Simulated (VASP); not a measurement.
# CaAl15N15 (a cell with a defect) in VASP: electric field gradients with PBE

Aim: the electric field gradients of CaAl15N15 (a cell with a defect) with PBE.

Program: VASP 6.6.1. These are calculated values, not measurements. Logs are shortened: lines on timing, memory, paths and dates and some standing lists are left out, and cuts for length are marked.

### 1 The cell of the first run

The cell holds a defect, 31 atoms: a = 6.260 Å, b = 6.260 Å, c = 10.036 Å, α = 90.00°, β = 90.00°, γ = 120.00°.

### 2 Electric field gradients, PBE, collinear spin

File INCAR:

```
  PREC = Accurate
  ENCUT = 520
  EDIFF = 1E-8
  ISMEAR = 0
  SIGMA = 0.01
  LREAL = False
  LASPH = True
  NELM = 200
  ALGO = Normal
  ISIF = 2
  LWAVE = False
  LCHARG = False
  ISPIN = 2
  MAGMOM = 0.01 0 0 0 0.01 0 0 0 0.01 0 0 0 0 0 0 0.05 0.01 0 0 0.04 0.02 0 0.02 0.04 0.02 0 0.02 0.07 0 0 0
  LORBIT = 11
  NUPDOWN = 1.0
  GGA = PE
  LEFG = True
  NELECT = 129.0
  NBANDS = 90
  GGA_COMPAT = False
```

File KPOINTS:

```
Automatic mesh
0
Gamma
  1 1 1
  0.25 0.25 0.25
```

File POSCAR:

```
CaAl15N15
1.0
    6.2604124029      0.0000000578      0.0000000000
   -3.1302062515      5.4216761502      0.0000000000
    0.0000000000      0.0000000000     10.0361163407
Al Ca N
15 1 15
Direct
    0.3354977251      0.1646131299      0.2096397914
    0.3316491507      0.1688054311      0.7596037509
    0.1620602995      0.3377614842      0.9963453523
    0.3360593087      0.6729192683      0.2482920119
    0.1557644107      0.7961359964      0.5064831856
    0.3324286452      0.6663683433      0.7540322531
    0.1590784788      0.8272340034      0.9984019899
    0.8272129143      0.1640909038      0.2482051517
    0.7045227539      0.3448519608      0.5066623549
    0.8336554055      0.1676974502      0.7541410892
    0.6726949297      0.3408900166      0.9984503788
    0.8304532910      0.6696028329      0.2511209605
    0.6602873893      0.8390286688      0.5021871801
    0.8287183431      0.6720315690      0.7505190423
    0.6644296198      0.8352776643      1.0009160546
    0.1992456652      0.2990672914      0.4895889999
    0.1668307382      0.3340639257      0.1926803727
    0.3320265930      0.1678285198      0.9504475487
    0.1671925712      0.3328144417      0.7086804517
    0.3435016509      0.6895776711      0.4327238508
    0.1600953213      0.8264193494      0.1888825421
    0.3313108636      0.6724610079      0.9431326014
    0.1670567986      0.8376081172      0.6911949694
    0.8090762444      0.1556800603      0.4326067095
    0.6736051023      0.3398676132      0.1888683297
    0.8270913792      0.1682346390      0.9431933066
    0.6632435325      0.3339218309      0.6912375363
    0.8304393710      0.6697398445      0.4427928279
    0.6676982303      0.8324030049      0.1885890413
    0.8292915410      0.6706564223      0.9384982581
    0.6644484022      0.8356808678      0.6914995366
```

Potentials or basis: VASP PAW PBE potentials, release 64 (Al, Ca_sv, N).

On the command line:

```bash
$ cat potpaw_PBE.64/Al/POTCAR potpaw_PBE.64/Ca_sv/POTCAR potpaw_PBE.64/N/POTCAR > POTCAR
$ mpirun -np 1 vasp_std > vasp.out
```

OUTCAR:

```text
PREC = Accurate
   ENCUT = 520
   EDIFF = 1E-8
   ISMEAR = 0
   LREAL = False
   LASPH = True
   NELM = 200
   ISIF = 2
   ISPIN = 2
   LORBIT = 11
   NUPDOWN = 1.0
   GGA = PE
   NELECT = 129.0

 ion  position               nearest neighbor table
   1  0.335  0.165  0.210-  17 1.84  25 1.85  21 1.85  11 2.80   7 2.80   3 2.85   8 3.10   4 3.10
                            12 3.16  12 3.16  16 3.17   8 3.20   4 3.20
   2  0.332  0.169  0.760-  19 1.85  18 1.92  23 1.92  27 1.92   3 3.00  11 3.03   7 3.03  16 3.06
                             6 3.11  10 3.11  14 3.13  14 3.13  10 3.15   6 3.15   9 3.25   5 3.25
   3  0.162  0.338  0.996-  22 1.89  26 1.89  18 1.90  17 1.97   1 2.85   2 3.00  10 3.01   6 3.01
                            11 3.07   7 3.07   8 3.11   4 3.11  15 3.13  15 3.13   7 3.19  11 3.19
   4  0.336  0.673  0.248-  20 1.85  21 1.88  29 1.90  17 1.92  15 3.06   5 3.07   8 3.07   7 3.09
                            13 3.10   1 3.10  12 3.11   3 3.11  12 3.16  16 3.17   8 3.19   1 3.20
   5  0.156  0.796  0.506-  20 1.78  23 1.87  28 1.89   9 2.83   6 2.99  16 3.03  13 3.03  14 3.03
                             4 3.07  12 3.12  13 3.24   2 3.25  16 3.26
   6  0.332  0.666  0.754-  19 1.86  22 1.90  31 1.91  23 1.93   5 2.99   3 3.01   7 3.05  15 3.06
                            14 3.09  13 3.09   2 3.11  10 3.12  10 3.14   2 3.15  14 3.17
   7  0.159  0.827  0.998-  22 1.86  30 1.89  18 1.91  21 1.91   1 2.80   2 3.03  11 3.04   6 3.05
                            14 3.07   3 3.07   4 3.09  12 3.10  15 3.12  15 3.14   3 3.19  11 3.22
   8  0.827  0.164  0.248-  24 1.85  25 1.88  29 1.90  17 1.92  15 3.06   4 3.07   9 3.08  11 3.08
                            13 3.10   1 3.10  12 3.11   3 3.11  12 3.15  16 3.17   4 3.19   1 3.20
   9  0.705  0.345  0.507-  24 1.78  27 1.87  28 1.89   5 2.83  10 2.99  14 3.03  16 3.03  13 3.04
                             8 3.08  12 3.12  13 3.24   2 3.25  16 3.25
  10  0.834  0.168  0.754-  19 1.87  26 1.90  31 1.91  27 1.93   9 2.99   3 3.01  11 3.05  15 3.06
                            14 3.09  13 3.09   2 3.11   6 3.12   6 3.14   2 3.15  14 3.17
  11  0.673  0.341  0.998-  26 1.86  30 1.89  18 1.91  25 1.91   1 2.80   2 3.03   7 3.04  10 3.05
                            14 3.07   3 3.07   8 3.08  12 3.10  15 3.12  15 3.14   3 3.19   7 3.22
  12  0.830  0.670  0.251-  29 1.87  21 1.89  25 1.89  28 1.92  15 3.09  11 3.10   7 3.10   4 3.11
                             8 3.11   9 3.12   5 3.12  13 3.12   8 3.15   4 3.16   1 3.16   1 3.16
  13  0.660  0.839  0.502-  24 1.85  20 1.85  31 1.90  28 1.93   5 3.03   9 3.04  14 3.09   6 3.09
                            10 3.09   4 3.10   8 3.10  12 3.12  16 3.16  16 3.16   9 3.24   5 3.24
  14  0.829  0.672  0.751-  31 1.87  30 1.89  27 1.93  23 1.93   9 3.03   5 3.03   7 3.07  11 3.07
                            15 3.08  13 3.09  10 3.09   6 3.09   2 3.13   2 3.13   6 3.17  10 3.17
  15  0.664  0.835  0.001-  29 1.88  30 1.89  26 1.90  22 1.90   4 3.06   8 3.06   6 3.06  10 3.06
                            14 3.08  12 3.09  11 3.12   7 3.12   3 3.13   3 3.13   7 3.14  11 3.14
  16  0.199  0.299  0.490-  24 2.22  20 2.22  19 2.23   5 3.03   9 3.03   2 3.06  13 3.16  13 3.16
                             8 3.17   1 3.17   4 3.17   9 3.25   5 3.26
  17  0.167  0.334  0.193-   1 1.84   4 1.92   8 1.92   3 1.97
  18  0.332  0.168  0.950-   3 1.90   7 1.91  11 1.91   2 1.92
  19  0.167  0.333  0.709-   2 1.85   6 1.86  10 1.87  16 2.23
  20  0.344  0.690  0.433-   5 1.78   4 1.85  13 1.85  16 2.22
  21  0.160  0.826  0.189-   1 1.85   4 1.88  12 1.89   7 1.91
  22  0.331  0.672  0.943-   7 1.86   3 1.89  15 1.90   6 1.90
  23  0.167  0.838  0.691-   5 1.87   2 1.92  14 1.93   6 1.93
  24  0.809  0.156  0.433-   9 1.78   8 1.85  13 1.85  16 2.22
  25  0.674  0.340  0.189-   1 1.85   8 1.88  12 1.89  11 1.91
  26  0.827  0.168  0.943-  11 1.86   3 1.89  15 1.90  10 1.90
  27  0.663  0.334  0.691-   9 1.87   2 1.92  14 1.93  10 1.93
  28  0.830  0.670  0.443-   9 1.89   5 1.89  12 1.92  13 1.93
  29  0.668  0.832  0.189-  12 1.87  15 1.88   8 1.90   4 1.90
  30  0.829  0.671  0.938-  14 1.89   7 1.89  11 1.89  15 1.89
  31  0.664  0.836  0.691-  14 1.87  13 1.90   6 1.91  10 1.91

  LATTYP: Found a hexagonal cell.
 ALAT       =     6.2604124029
 C/A-ratio  =     1.6031078617

  Lattice vectors:

 A1 = (   6.2604124029,   0.0000000578,   0.0000000000)
 A2 = (  -3.1302062515,   5.4216761502,   0.0000000000)
 A3 = (   0.0000000000,   0.0000000000,  10.0361163407)

Analysis of symmetry for initial positions (statically):
=====================================================================
 Subroutine PRICEL returns:
 Original cell was already a primitive cell.

 Routine SETGRP: Setting up the symmetry group for a
 hexagonal supercell.

 Subroutine GETGRP returns: Found  1 space group operations
 (whereof  1 operations were pure point group operations)
 out of a pool of 24 trial point group operations.

The static configuration has the point symmetry C_1 .

Analysis of symmetry for dynamics (positions and initial velocities):
=====================================================================
 Subroutine PRICEL returns:
 Original cell was already a primitive cell.

 Routine SETGRP: Setting up the symmetry group for a
 hexagonal supercell.

 Subroutine GETGRP returns: Found  1 space group operations
 (whereof  1 operations were pure point group operations)
 out of a pool of 24 trial point group operations.
[... 213 lines left out ...]
  band No.  band energies     occupation
      1     -31.9261      1.00000
      2     -13.2524      1.00000
      3     -13.2261      1.00000
      4     -13.1492      1.00000
      5      -8.7580      1.00000
      6      -8.4100      1.00000
[... 463 lines left out ...]
     75      12.3048      0.00000
     76      12.4088      0.00000
 Fermi energy:         5.9050146649

 spin component 2

 k-point     1 :       0.2500    0.2500    0.2500
  band No.  band energies     occupation
      1     -31.8604      1.00000
      2     -13.2032      1.00000
      3     -13.1404      1.00000
      4     -13.0732      1.00000
      5      -8.7426      1.00000
      6      -8.3862      1.00000
[... 463 lines left out ...]
     75      12.3221      0.00000
     76      12.4304      0.00000
 [bands above 76 left out]

------------------------ aborting loop because EDIFF is reached ----------------------------------------

  FORCE on cell =-STRESS in cart. coord.  units (eV):
  Direction    XX          YY          ZZ          XY          YZ          ZX
  --------------------------------------------------------------------------------------
  -------------------------------------------------------------------------------------
  Total        0.2562976     -1.3905718      4.8630941     -1.5464517      0.5479253     -0.8626407
  in kB        1.2054602     -6.5403619     22.8728904     -7.2735215      2.5770910     -4.0573114
  external PRESSURE =       5.8459962 kB  Pullay stress =       0.0000000 kB

 VOLUME and BASIS-vectors are now :
 -----------------------------------------------------------------------------
  energy-cutoff  :      520.00
  volume of cell :      340.65
      direct lattice vectors                 reciprocal lattice vectors
     6.260412403  0.000000058  0.000000000     0.159733885  0.092222403  0.000000000
    -3.130206252  5.421676150  0.000000000    -0.000000002  0.184444804  0.000000000
     0.000000000  0.000000000 10.036116341     0.000000000  0.000000000  0.099640136

 POSITION                                       TOTAL-FORCE (eV/Angst)
 -----------------------------------------------------------------------------------
      1.58508      0.89248      2.10397         0.175599     -0.105837     -0.067031
      1.54786      0.91521      7.62347         0.144493     -0.071888     -0.006410
     -0.04270      1.83123      9.99944        -0.133187      0.072630     -0.034583
     -0.00251      3.64835      2.49189         0.120606     -0.045455     -0.022497
     -1.51692      4.31639      5.08312         0.004313      0.130351      0.136888
     -0.00473      3.61283      7.56756         0.069817     -0.058437      0.004124
[... 23 lines left out ...]
      3.09241      3.63608      9.41888         0.160502     -0.090608     -0.010900
      1.54387      4.53079      6.93997        -0.176394      0.108225     -0.106735
 -----------------------------------------------------------------------------------
    total drift:                                0.000383     -0.000209      0.003997

  FREE ENERGIE OF THE ION-ELECTRON SYSTEM (eV)
  ---------------------------------------------------
  free  energy   TOTEN  =      -231.8557967426 eV

  energy  without entropy=     -231.8557967426  energy(sigma->0) =     -231.85579674

 Electric field gradients (V/A^2)
---------------------------------------------------------------------
 ion       V_xx      V_yy      V_zz      V_xy      V_xz      V_yz
---------------------------------------------------------------------
   1     -35.962   -37.285    73.247    -1.112     2.542    -1.430
   2      -5.445     5.122     0.323     9.377    -2.597     1.418
   3      -8.498   -10.030    18.528    -1.121    -3.109     1.818
   4      -0.781     7.062    -6.281    -0.073     0.216    -0.259
   5     -32.542    47.107   -14.565     4.707    17.664   -28.607
   6       8.551    -8.973     0.422    -2.621     2.889    -1.307
[... 23 lines left out ...]
  30       4.294     4.137    -8.431    -0.064     0.403    -0.360
  31       2.345     3.737    -6.081     1.313    -0.918     0.585
---------------------------------------------------------------------

 Electric field gradients after diagonalization (V/A^2)
 (convention: |V_zz| > |V_xx| > |V_yy|)
----------------------------------------------------------------------
 ion       V_xx      V_yy      V_zz     asymmetry (V_yy - V_xx)/ V_zz
----------------------------------------------------------------------
   1     -37.917   -35.408    73.326       0.034
   2      10.602     1.053   -11.655       0.819
   3     -10.623    -8.387    19.010       0.118
   4      -6.294    -0.773     7.068       0.781
   5     -47.664   -10.718    58.382       0.633
   6      -9.438    -0.479     9.917       0.903
[... 23 lines left out ...]
  30       4.336     4.117    -8.453       0.026
  31       4.527     1.706    -6.233       0.453
----------------------------------------------------------------------

           NMR quadrupolar parameters

 Cq : quadrupolar parameter    Cq=e*Q*V_zz/h
 eta: asymmetry parameters     (V_yy - V_xx)/ V_zz
 Q  : nuclear electric quadrupole moment in mb (millibarn)
----------------------------------------------------------------------
 ion       Cq(MHz)       eta       Q (mb)
----------------------------------------------------------------------
   1       0.177       0.034       1.000
   2      -0.028       0.819       1.000
   3       0.046       0.118       1.000
   4       0.017       0.781       1.000
   5       0.141       0.633       1.000
   6       0.024       0.903       1.000
[... 23 lines left out ...]
  30      -0.020       0.026       1.000
  31      -0.015       0.453       1.000
----------------------------------------------------------------------

 total charge

# of ion       s       p       d       tot
------------------------------------------
    1        0.397   0.422   0.000   0.819
    2        0.370   0.427   0.000   0.796
    3        0.370   0.418   0.000   0.787
    4        0.371   0.435   0.000   0.806
    5        0.396   0.432   0.000   0.827
    6        0.372   0.429   0.000   0.800
[... 23 lines left out ...]
   30        1.230   2.621   0.000   3.851
   31        1.229   2.610   0.000   3.840
--------------------------------------------------
tot         26.214  51.462   0.417  78.093

 magnetization (x)

# of ion       s       p       d       tot
------------------------------------------
    1        0.002   0.014   0.000   0.016
    2        0.000  -0.000   0.000  -0.000
    3        0.000   0.000   0.000   0.000
    4       -0.000  -0.000   0.000  -0.000
    5        0.007   0.024   0.000   0.031
    6        0.000   0.000   0.000   0.000
[... 23 lines left out ...]
   30        0.000   0.003   0.000   0.003
   31       -0.000  -0.000   0.000  -0.000
--------------------------------------------------
tot          0.036   0.268   0.045   0.349
```

It took 23 min on 1 thread of Intel Xeon 8259CL, shared host; peak memory 0.73 GiB.

What came out:

- Free energy: -231.8558 eV
- Largest force: 0.286 eV/Å
- Net moment: 1.00 μB per cell
- Site moments: Al +0.02, -0.00, +0.00, +0.03 (each value once); Ca +0.07; N +0.01, +0.00, +0.04, +0.02, -0.00 (each value once) μB
- Largest electric field gradient by atom: Al +73.3, -11.7, +19.0, +7.1, +58.4, +9.9, -10.1, +7.4, +58.9, -7.5, +16.1, -8.7, -2.5 (each value once); Ca +14.8; N +10.1, -5.7, -26.1, -14.3, -8.3, -11.5, +6.5, -14.4, -8.4, -11.6, -17.3, -12.1, -8.5, -6.2 (each value once) V/Å²
- Valence electrons inside the program's atomic spheres: Al 0.82, 0.80, 0.79, 0.81, 0.83 (each value once); Ca 8.36; N 3.82, 3.83, 3.87, 3.85, 3.81, 3.84 (each value once)

Forces in eV/Å, atoms in the order of the input:
```
Al   0.176 -0.106 -0.067
Al   0.144 -0.072 -0.006
Al  -0.133  0.073 -0.035
Al   0.121 -0.045 -0.022
Al   0.004  0.130  0.137
Al   0.070 -0.058  0.004
Al  -0.112  0.083 -0.006
Al   0.112 -0.078 -0.029
Al  -0.123 -0.079  0.128
Al   0.085 -0.032 -0.004
Al  -0.128  0.053 -0.016
Al   0.097 -0.060 -0.027
Al  -0.094  0.051  0.029
Al   0.156 -0.094  0.025
Al  -0.124  0.067 -0.002
Ca  -0.120  0.092 -0.233
N   -0.243  0.085  0.124
N    0.190 -0.103  0.066
N   -0.191  0.112  0.030
N    0.224 -0.158  0.029
N   -0.115  0.152 -0.025
N    0.221 -0.106 -0.008
N   -0.131  0.027  0.097
N    0.253 -0.099  0.028
N   -0.185  0.041 -0.026
N    0.216 -0.112 -0.007
N   -0.100  0.064  0.113
N   -0.093  0.062 -0.171
N   -0.160  0.094 -0.009
N    0.161 -0.091 -0.011
N   -0.176  0.108 -0.107
```

Electric field gradients, principal values (V/Å²):
```tsv
atom	least	middle	greatest (by size)
1 Al	-35.408	-37.917	73.326
2 Al	1.053	10.602	-11.655
3 Al	-8.387	-10.623	19.010
4 Al	-0.773	-6.294	7.068
5 Al	-10.718	-47.664	58.382
6 Al	-0.479	-9.438	9.917
7 Al	0.058	10.070	-10.128
8 Al	-1.063	-6.303	7.366
9 Al	-11.077	-47.871	58.948
10 Al	-0.577	-9.306	9.883
11 Al	0.113	9.962	-10.074
12 Al	2.651	4.803	-7.454
13 Al	-6.585	-9.465	16.050
14 Al	0.243	8.482	-8.724
15 Al	0.522	1.938	-2.460
16 Ca	-1.151	-13.680	14.831
17 N	-3.825	-6.240	10.066
18 N	2.745	2.962	-5.707
19 N	10.747	15.343	-26.090
20 N	1.134	13.180	-14.314
21 N	0.290	8.030	-8.320
22 N	4.710	6.833	-11.543
23 N	-1.735	-4.800	6.535
24 N	1.227	13.148	-14.375
25 N	0.346	8.025	-8.370
26 N	4.796	6.765	-11.561
27 N	-1.649	-4.865	6.515
28 N	2.279	14.997	-17.275
29 N	5.255	6.822	-12.077
30 N	4.117	4.336	-8.453
31 N	1.706	4.527	-6.233
```

Caveat: the k points lie up to 0.58 Å⁻¹ apart; the cell carries a net charge on a neutralising background, which shifts energy and pressure; the cell is charged against a uniform background, so pressure and absolute levels hang on convention; without QUAD_EFG the Cq values of the log hold for a quadrupole moment of 1 mb, not for the nuclei; the total moment is fixed, so each spin has its own Fermi level and the state may be an excited one.
